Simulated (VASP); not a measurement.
# Zn (P6_3/mmc) in VASP: notebook

Runs on Zn. Level: LDA. Tasks: single point.

Program: VASP 6.6.1. These are calculated values, not measurements. Logs are shortened: lines on timing, memory, paths and dates and some standing lists are left out, and cuts for length are marked.

**1. The cell of the first run**

It takes space group P6_3/mmc (No. 194, hexagonal). Conventional cell: a = 2.571 Å, b = 2.571 Å, c = 4.736 Å, α = 90.00°, β = 90.00°, γ = 120.00°. Zn (site symmetry -6m2) has 12 Zn at 2.57 to 2.79 Å within 3.4 Å.

**2. Single point, LDA**

Contents of INCAR:

```
SYSTEM = Zn
PREC = Accurate
ENCUT = 520
EDIFF = 1E-6
ISMEAR = 1
SIGMA = 0.6
LREAL = .FALSE.
LASPH = .TRUE.
NELM = 100
ALGO = Normal
ISIF = 2
LWAVE = .FALSE.
LCHARG = .TRUE.
GGA = CA
LELF = .TRUE.
LVHAR = .TRUE.
NBANDS = 19
```

Contents of KPOINTS:

```
regular mesh
0
G
  14 14 7
  0 0 0
```

Contents of POSCAR:

```
Zn
1.0
    2.5709734941      0.0000000000      0.0000000000
   -1.2854867470      2.2265283583      0.0000000000
    0.0000000000      0.0000000000      4.7361908757
Zn
2
Direct
    0.3333333333      0.6666666667      0.2500000000
    0.6666666667      0.3333333333      0.7500000000
```

Potentials or basis: VASP PAW LDA potentials, release 64 (Zn).

Run with:

```sh
cat potpaw_LDA.64/Zn/POTCAR > POTCAR
mpirun -np 1 vasp_std > vasp.out
```

OUTCAR:

```text
SYSTEM = Zn
   PREC = Accurate
   ENCUT = 520
   EDIFF = 1E-6
   ISMEAR = 1
   LREAL = .FALSE.
   LASPH = .TRUE.
   NELM = 100
   ISIF = 2
   GGA = CA

 ion  position               nearest neighbor table
   1  0.333  0.667  0.250-   2 2.79   2 2.79   2 2.79   2 2.79   2 2.79   2 2.79
   2  0.667  0.333  0.750-   1 2.79   1 2.79   1 2.79   1 2.79   1 2.79   1 2.79

  LATTYP: Found a hexagonal cell.
 ALAT       =     2.5709734941
 C/A-ratio  =     1.8421780258

  Lattice vectors:

 A1 = (   2.5709734941,   0.0000000000,   0.0000000000)
 A2 = (  -1.2854867470,   2.2265283583,   0.0000000000)
 A3 = (   0.0000000000,   0.0000000000,   4.7361908757)

Analysis of symmetry for initial positions (statically):
=====================================================================
 Subroutine PRICEL returns:
 Original cell was already a primitive cell.

 Routine SETGRP: Setting up the symmetry group for a
 hexagonal supercell.

 Subroutine GETGRP returns: Found 24 space group operations
 (whereof 12 operations were pure point group operations)
 out of a pool of 24 trial point group operations.

The static configuration has the point symmetry D_3d.
 The point group associated with its full space group is D_6h.

Analysis of symmetry for dynamics (positions and initial velocities):
=====================================================================
 Subroutine PRICEL returns:
 Original cell was already a primitive cell.

 Routine SETGRP: Setting up the symmetry group for a
 hexagonal supercell.

 Subroutine GETGRP returns: Found 24 space group operations
 (whereof 12 operations were pure point group operations)
 out of a pool of 24 trial point group operations.

The dynamic configuration has the point symmetry D_3d.
 The point group associated with its full space group is D_6h.

 Subroutine INISYM returns: Found 24 space group operations
 (whereof 12 operations are pure point group operations),
 and found     1 'primitive' translations

----------------------------------------------------------------------------------------

                                     Primitive cell

  volume of cell :      27.1116

  direct lattice vectors                    reciprocal lattice vectors
     2.570973494  0.000000000  0.000000000     0.388957724  0.224564847  0.000000000
    -1.285486747  2.226528358  0.000000000     0.000000000  0.449129694  0.000000000
[... 75 lines left out ...]
 SYSTEM =  Zn
   PREC   = accura    normal or accurate (medium, high low for compatibility)
   ISTART =      0    job   : 0-new  1-cont  2-samecut
   ICHARG =      2    charge: 1-file 2-atom 10-const
   ISPIN  =      1    spin polarized calculation?
   LNONCOLLINEAR =      F non collinear calculations
   LSORBIT =      F    spin-orbit coupling
   LASPH  =      T    aspherical Exc in radial PAW
   ENCUT  =  520.0 eV  38.22 Ry    6.18 a.u.   4.78  4.78  8.81*2*pi/ulx,y,z
   NELM   =    100;   NELMIN=  2; NELMDL= -5     # of ELM steps
   EDIFF  = 0.1E-05   stopping-criterion for ELM
   LREAL  =      F    real-space projection
   EDIFFG = 0.1E-04   stopping-criterion for IOM
   NSW    =      0    number of steps for IOM
   IBRION =     -1    ionic relax: 0-MD 1-quasi-New 2-CG
   NFREE  =      0    steps in history (QN), initial steepest desc. (CG)
   ISIF   =      2    stress and relaxation
   ISYM   =      2    0-nonsym 1-usesym 2-fastsym
   POTIM  = 0.5000    time-step for ionic-motion
   TEBEG  =    0.0;   TEEND  =   0.0 temperature during run
   PSTRESS=    0.0 pullay stress
   NELECT =      24.0000    total number of electrons
   NUPDOWN=      -1.0000    fix difference up-down
   EMIN   =  10.00;   EMAX   =-10.00  energy-range for DOS
   EFERMI =   0.00;   METHOD = LEGACY
   ISMEAR =     1;   SIGMA  =   0.60  broadening in eV -4-tet -1-fermi 0-gaus
   EFERMI_NEDOS =   21; number of points for ismear=-14 and -15
   IALGO  =     38    algorithm
   IMIX   =      4    mixing-type and parameters
     AMIX     =   0.40;   BMIX     =  1.00
     AMIX_MAG =   1.60;   BMIX_MAG =  1.00
  volume/ion in A,a.u.               =      13.56        91.48
  Fermi-wavevector in a.u.,A,eV,Ry     =   1.571907  2.970474 33.618530  2.470892
  Thomas-Fermi vector in A             =   2.673421
   LORBIT       =      0    0 simple, 1 ext, 2 COOP (PROOUT), +10 PAW based schemes
   GGA     = CA    functional components
   LHFCALC =     F    Hartree Fock is set to
   AEXX    =    0.0000 exact exchange contribution
   IVDW    =     0    specifies the selected vdW correction
   LEPSILON=     F    determine dielectric tensor
   LRPA    =     F    only Hartree local field effects (RPA)
 non-spin polarized calculation
 Methfessel and Paxton  Order N= 1 SIGMA  =   0.60
  energy-cutoff  :      520.00
  volume of cell :       27.11
 maximum number of plane-waves:       743
 NGX is ok and might be reduce to    20
   NGX =  9   NGY =  9   NGZ = 17

 number of electron      23.9999991 magnetization

 Free energy of the ion-electron system (eV)
  ---------------------------------------------------
  ext. energy  EPLUGINS =         0.00000000
  ---------------------------------------------------
  free energy    TOTEN  =        -3.74636674 eV

  energy without entropy =       -3.74579813  energy(sigma->0) =       -3.74617721

 E-fermi :   3.7298     XC(G=0): -12.5125

 val. band max:        3.5873586827   @ k =   0.2143   0.1429   0.0000
 cond. band min:       3.8006643544   @ k =   0.2143   0.0000   0.1429
 fundamental gap:      0.2133056718
 Fermi energy:         3.7298277287

 k-point     1 :       0.0000    0.0000    0.0000
  band No.  band energies     occupation
      1      -7.5997      2.00000
      2      -5.4677      2.00000
      3      -4.5939      2.00000
      4      -4.3219      2.00000
      5      -4.3219      2.00000
      6      -4.2566      2.00000
[... 505 lines left out ...]
      6      -4.3314      2.00000
[... 11 lines left out ...]
     18      11.7893     -0.00000
     19      13.4819     -0.00000

 [... further k-points ...]
[... 5 lines left out ...]
  --------------------------------------------------------------------------------------
  -------------------------------------------------------------------------------------
  Total        0.1919410      0.1919410     -0.0206409      0.0000000      0.0000000      0.0000000
  in kB       11.3428797     11.3428797     -1.2197894      0.0000000      0.0000000      0.0000000
  external PRESSURE =       7.1553233 kB  Pullay stress =       0.0000000 kB

 VOLUME and BASIS-vectors are now :
 -----------------------------------------------------------------------------
  energy-cutoff  :      520.00
  volume of cell :       27.11
      direct lattice vectors                 reciprocal lattice vectors
     2.570973494  0.000000000  0.000000000     0.388957724  0.224564847  0.000000000
    -1.285486747  2.226528358  0.000000000     0.000000000  0.449129694  0.000000000
     0.000000000  0.000000000  4.736190876     0.000000000  0.000000000  0.211140139

 POSITION                                       TOTAL-FORCE (eV/Angst)
 -----------------------------------------------------------------------------------
     -0.00000      1.48435      1.18405        -0.000000      0.000000      0.000000
      1.28549      0.74218      3.55214         0.000000      0.000000      0.000000
 -----------------------------------------------------------------------------------
    total drift:                                0.000000     -0.000000      0.000000

  FREE ENERGIE OF THE ION-ELECTRON SYSTEM (eV)
  ---------------------------------------------------
  free  energy   TOTEN  =        -3.7463667417 eV

  energy  without entropy=       -3.7457981350  energy(sigma->0) =       -3.74617721
```

OSZICAR:

```text
N       E                     dE             d eps       ncg     rms          rms(c)
DAV:   1     0.112693739558E+03    0.11269E+03   -0.12422E+04  3808   0.208E+03
DAV:   2     0.127589791740E+01   -0.11142E+03   -0.10753E+03  3678   0.301E+02
DAV:   3    -0.404169583785E+01   -0.53176E+01   -0.52953E+01  4080   0.721E+01
DAV:   4    -0.407258472578E+01   -0.30889E-01   -0.30882E-01  4030   0.570E+00
DAV:   5    -0.407262264549E+01   -0.37920E-04   -0.37919E-04  4027   0.182E-01    0.521E+00
DAV:   6    -0.377899012069E+01    0.29363E+00   -0.10191E+00  4080   0.226E+01    0.366E+00
DAV:   7    -0.375644024750E+01    0.22550E-01   -0.43476E-02  4643   0.366E+00    0.183E+00
DAV:   8    -0.374639805115E+01    0.10042E-01   -0.29083E-03  5099   0.761E-01    0.535E-02
DAV:   9    -0.374636337883E+01    0.34672E-04   -0.26871E-04  4792   0.190E-01    0.303E-02
DAV:  10    -0.374636676676E+01   -0.33879E-05   -0.16685E-05  4103   0.350E-02    0.245E-03
DAV:  11    -0.374636674166E+01    0.25108E-07   -0.69891E-07  2629   0.119E-02
   1 F= -.37463667E+01 E0= -.37461772E+01  d E =-.568607E-03
```

stdout:

```text
POSCAR found type information on POSCAR Zn
 POSCAR found :  1 types and       2 ions
 scaLAPACK will be used
 LDA part: xc-table for (Slater(with rela. corr.)+CA(PZ))
 , standard interpolation
 POSCAR, INCAR and KPOINTS ok, starting setup
 FFT: planning ... GRIDC
 FFT: planning ... GRID_SOFT
 FFT: planning ... GRID
 WAVECAR not read
 entering main loop
```

It took 27 s on 1 thread of AMD EPYC 7R13 (Zen 3), shared host; peak memory 0.12 GiB.

Results:

| Property | Result |
| --- | --- |
| Free energy | -3.7464 eV |
| Pressure | 0.7 GPa |
| Band gap on the k mesh | zero (band 12 reaches 5.21 eV, above the bottom of band 13 at 0.86 eV) |

(Part 1 of 2 ends here.)
